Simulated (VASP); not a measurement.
# ZnS (F-43m) in VASP: vibrations by perturbation theory with PBE

Aim: the vibrations by perturbation theory of ZnS with PBE.

Program: VASP 6.6.1. These are calculated values, not measurements. Logs are shortened: lines on timing, memory, paths and dates and some standing lists are left out, and cuts for length are marked.

**1. The cell of the first run**

Symmetry: F-43m, No. 216, cubic system. The conventional cell has a = 5.450 Å, b = 5.450 Å, c = 5.450 Å, α = 90.00°, β = 90.00°, γ = 90.00°. Zn (site symmetry -43m) has 4 S at 2.36 Å within 3.1 Å. S (site symmetry -43m) has 4 Zn at 2.36 Å within 3.1 Å.

**2. Vibrations by perturbation theory, PBE**

Input file INCAR:

```
SYSTEM = ZnS
  PREC = Accurate
  ENCUT = 500
  EDIFF = 1E-8
  ISMEAR = 0
  SIGMA = 0.01
  LREAL = .FALSE.
  LASPH = .TRUE.
  NELM = 120
  ALGO = Normal
  ISIF = 2
  LWAVE = .FALSE.
  LCHARG = .FALSE.
  GGA = PE
  IBRION = 8
  NSW = 1
  GGA_COMPAT = .FALSE.
```

Input file KPOINTS:

```
Automatic mesh
0
G
  3 3 3
  0 0 0
```

Input file POSCAR:

```
ZnS
1.0
    0.0000000000      2.7250000000      2.7250000000
    2.7250000000      0.0000000000      2.7250000000
    2.7250000000      2.7250000000      0.0000000000
Zn S
1 1
Direct
    0.0000000000      0.0000000000      0.0000000000
    0.2500000000      0.2500000000      0.2500000000
```

Potentials or basis: VASP PAW PBE potentials, release 64 (Zn, S).

Launch:

```
$ cat potpaw_PBE.64/Zn/POTCAR potpaw_PBE.64/S/POTCAR > POTCAR
$ mpirun -np 1 vasp_std > vasp.out
```

OUTCAR:

```text
SYSTEM = ZnS
   PREC = Accurate
   ENCUT = 500
   EDIFF = 1E-8
   ISMEAR = 0
   LREAL = .FALSE.
   LASPH = .TRUE.
   NELM = 120
   ISIF = 2
   GGA = PE
   IBRION = 8
   NSW = 1

 ion  position               nearest neighbor table
   1  0.000  0.000  0.000-   2 2.36   2 2.36   2 2.36   2 2.36
   2  0.250  0.250  0.250-   1 2.36   1 2.36   1 2.36   1 2.36

  LATTYP: Found a face centered cubic cell.
 ALAT       =     5.4500000000

  Lattice vectors:

 A1 = (   0.0000000000,   2.7250000000,   2.7250000000)
 A2 = (   2.7250000000,   0.0000000000,   2.7250000000)
 A3 = (   2.7250000000,   2.7250000000,   0.0000000000)

Analysis of symmetry for initial positions (statically):
=====================================================================
 Subroutine PRICEL returns:
 Original cell was already a primitive cell.

 Routine SETGRP: Setting up the symmetry group for a
 face centered cubic supercell.

 Subroutine GETGRP returns: Found 24 space group operations
 (whereof 24 operations were pure point group operations)
 out of a pool of 48 trial point group operations.

The static configuration has the point symmetry T_d .

Analysis of symmetry for dynamics (positions and initial velocities):
=====================================================================
 Subroutine PRICEL returns:
 Original cell was already a primitive cell.

 Routine SETGRP: Setting up the symmetry group for a
 face centered cubic supercell.

 Subroutine GETGRP returns: Found 24 space group operations
 (whereof 24 operations were pure point group operations)
 out of a pool of 48 trial point group operations.

The dynamic configuration has the point symmetry T_d .

 Subroutine INISYM returns: Found 24 space group operations
 (whereof 24 operations are pure point group operations),
 and found     1 'primitive' translations

----------------------------------------------------------------------------------------

                                     Primitive cell

  volume of cell :      40.4697

  direct lattice vectors                    reciprocal lattice vectors
     0.000000000  2.725000000  2.725000000    -0.183486239  0.183486239  0.183486239
     2.725000000  0.000000000  2.725000000     0.183486239 -0.183486239  0.183486239
     2.725000000  2.725000000  0.000000000     0.183486239  0.183486239 -0.183486239

  length of vectors
     3.853731957  3.853731957  3.853731957     0.317807488  0.317807488  0.317807488

  position of ions in fractional coordinates (direct lattice)
     0.000000000  0.000000000  0.000000000
     0.250000000  0.250000000  0.250000000

  ion indices of the primitive-cell ions
   primitive index   ion index
                 1           1
                 2           2

----------------------------------------------------------------------------------------

 KPOINTS: Automatic mesh

Automatic generation of k-mesh.
 Grid dimensions read from file:
 generate k-points for:    3    3    3

 Generating k-lattice:

  Cartesian coordinates                     Fractional coordinates (reciprocal lattice)
    -0.061162080  0.061162080  0.061162080     0.333333333  0.000000000  0.000000000
     0.061162080 -0.061162080  0.061162080     0.000000000  0.333333333  0.000000000
     0.061162080  0.061162080 -0.061162080     0.000000000  0.000000000  0.333333333

  Length of vectors
     0.105935829  0.105935829  0.105935829

  Shift w.r.t. Gamma in fractional coordinates (k-lattice)
     0.000000000  0.000000000  0.000000000

[... 60 lines left out ...]
 non-spin polarized calculation
 Gauss-broadening in eV      SIGMA  =   0.01
  energy-cutoff  :      500.00
  volume of cell :       40.47
 maximum number of plane-waves:      1031
   NGX = 13   NGY = 13   NGZ = 13

--------------------------------------- Ionic step        1  -------------------------------------------

 number of electron      17.9999987 magnetization

 Free energy of the ion-electron system (eV)
  ---------------------------------------------------
  ext. energy  EPLUGINS =         0.00000000
  ---------------------------------------------------
  free energy    TOTEN  =        -6.64101766 eV

  energy without entropy =       -6.64101766  energy(sigma->0) =       -6.64101766

 E-fermi :   2.0064     XC(G=0):  -9.4730

 val. band max:        1.9610538796   @ k =   0.0000   0.0000   0.0000
 cond. band min:       3.9305520543   @ k =   0.0000   0.0000   0.0000
 fundamental gap:      1.9694981747
 Fermi energy:         2.0064443064

 k-point     1 :       0.0000    0.0000    0.0000
  band No.  band energies     occupation
      1     -11.0002      2.00000
      2      -4.3610      2.00000
      3      -4.3610      2.00000
      4      -4.3610      2.00000
      5      -3.9031      2.00000
      6      -3.9031      2.00000
      7       1.9611      2.00000
      8       1.9611      2.00000
      9       1.9611      2.00000
     10       3.9306      0.00000
     11       8.3129      0.00000
     12       8.3129      0.00000
     13       8.3129      0.00000
[... 36 lines left out ...]
      2      -4.2514      2.00000
      3      -4.1347      2.00000
      4      -3.9555      2.00000
      5      -3.8886      2.00000
      6      -3.6241      2.00000
      7      -2.5406      2.00000
      8      -1.0958      2.00000
      9       0.4858      2.00000
     10       6.3504      0.00000
     11       8.4385      0.00000
     12      10.6851      0.00000
     13      10.9011      0.00000

------------------------ aborting loop because EDIFF is reached ----------------------------------------

  FORCE on cell =-STRESS in cart. coord.  units (eV):
  Direction    XX          YY          ZZ          XY          YZ          ZX
  --------------------------------------------------------------------------------------
  -------------------------------------------------------------------------------------
  Total        0.2715903      0.2715903      0.2715903     -0.0000000     -0.0000000      0.0000000
  in kB       10.7521490     10.7521490     10.7521490     -0.0000000     -0.0000000      0.0000000
  external PRESSURE =      10.7521490 kB  Pullay stress =       0.0000000 kB

 VOLUME and BASIS-vectors are now :
 -----------------------------------------------------------------------------
  energy-cutoff  :      500.00
  volume of cell :       40.47
      direct lattice vectors                 reciprocal lattice vectors
     0.000000000  2.725000000  2.725000000    -0.183486239  0.183486239  0.183486239
     2.725000000  0.000000000  2.725000000     0.183486239 -0.183486239  0.183486239
     2.725000000  2.725000000  0.000000000     0.183486239  0.183486239 -0.183486239

 POSITION                                       TOTAL-FORCE (eV/Angst)
 -----------------------------------------------------------------------------------
      0.00000      0.00000      0.00000         0.000000      0.000000      0.000000
      1.36250      1.36250      1.36250        -0.000000     -0.000000     -0.000000
 -----------------------------------------------------------------------------------
    total drift:                                0.000000      0.000000      0.000000

  FREE ENERGIE OF THE ION-ELECTRON SYSTEM (eV)
  ---------------------------------------------------
  free  energy   TOTEN  =        -6.6410176633 eV

  energy  without entropy=       -6.6410176633  energy(sigma->0) =       -6.64101766

[... ionic steps 2 to 3 ...]

--------------------------------------- Ionic step        4  -------------------------------------------

------------------------ aborting loop because EDIFF is reached ----------------------------------------

[... ionic steps 5 to 6 ...]

--------------------------------------- Ionic step        7  -------------------------------------------

 Free energy of the ion-electron system (eV)
  ---------------------------------------------------
  ---------------------------------------------------
  free energy    TOTEN  =        -0.10668183 eV

  energy without entropy =       -0.10668183

------------------------ aborting loop because EDIFF is reached ----------------------------------------

 INTERNAL STRAIN TENSOR  FOR ION    2  DIRECTION 1   (eV/Angst):
 -----------------------------------------------------------------------------
     0.03059  0.00000  0.00000
    -0.00000 -0.00667 -4.50719
     0.00000 -4.50719 -0.00667

 INTERNAL STRAIN TENSOR FOR ION    2 for displacements in x,y,z  (eV/Angst):
          X           Y           Z          XY          YZ          ZX
  --------------------------------------------------------------------------------
  x     0.00000     0.00000     0.00000     0.00000    -4.50719     0.00000
  y     0.00000     0.00000     0.00000     0.00000     0.00000    -4.50719
  z     0.00000     0.00000     0.00000    -4.50719     0.00000     0.00000

 SECOND DERIVATIVES (NOT SYMMETRIZED)
 ------------------------------------
               1X          1Y          1Z          2X          2Y          2Z
  1X    -5.229366    0.000000    0.000000    5.229366    0.000000    0.000000
  1Y     0.000000   -5.229366    0.000000    0.000000    5.229366    0.000000
  1Z     0.000000    0.000000   -5.229366    0.000000    0.000000    5.229366
  2X     5.320806    0.000000    0.000000   -5.320806    0.000000    0.000000
  2Y     0.000000    5.320806    0.000000    0.000000   -5.320806    0.000000
  2Z     0.000000    0.000000    5.320806    0.000000    0.000000   -5.320806

 Eigenvectors and eigenvalues of the dynamical matrix
 ----------------------------------------------------

   1 f  =    7.752431 THz    48.709961 2PiTHz  258.593264 cm-1    32.061464 meV
             X         Y         Z           dx          dy          dz
      0.000000  0.000000  0.000000     0.000000   -0.570281    0.000000
      1.362500  1.362500  1.362500     0.000000    0.821449    0.000000
[... 21 lines left out ...]
   6 f/i=    0.031477 THz     0.197774 2PiTHz    1.049952 cm-1     0.130177 meV
             X         Y         Z           dx          dy          dz
      0.000000  0.000000  0.000000     0.797994   -0.185805   -0.058839
      1.362500  1.362500  1.362500     0.553997   -0.128993   -0.040848

--------------------------------------------------------------------------------------------------------

 ELASTIC MODULI CONTR FROM IONIC RELAXATION (kBar)
 Direction    XX          YY          ZZ          XY          YZ          ZX
 --------------------------------------------------------------------------------
 XX          -0.0000      0.0000      0.0000     -0.0000      0.0000      0.0000
 YY           0.0000     -0.0000      0.0000     -0.0000     -0.0000      0.0000
 ZZ           0.0000      0.0000     -0.0000      0.0000     -0.0000      0.0000
 XY          -0.0000     -0.0000      0.0000   -152.4905     -0.0000      0.0000
 YZ           0.0000     -0.0000     -0.0000     -0.0000   -152.4905      0.0000
 ZX           0.0000      0.0000      0.0000      0.0000      0.0000   -152.4905
 --------------------------------------------------------------------------------
```

Wall time 20 s (1 thread of Intel Xeon 6975P-C (Granite Rapids), shared host); peak memory 0.17 GiB.

Results:

```
Highest phonon frequency at Γ, LO-TO splitting left out : 259 cm⁻¹
```

Phonon frequencies in cm⁻¹ (negative: imaginary):
| q point | frequencies |
| --- | --- |
| (0.000, 0.000, 0.000) | -1 -1 -1 259 259 259 |

Caveat: the k points lie up to 0.67 Å⁻¹ apart; the cell wasn't relaxed at this level first, which shifts response properties.
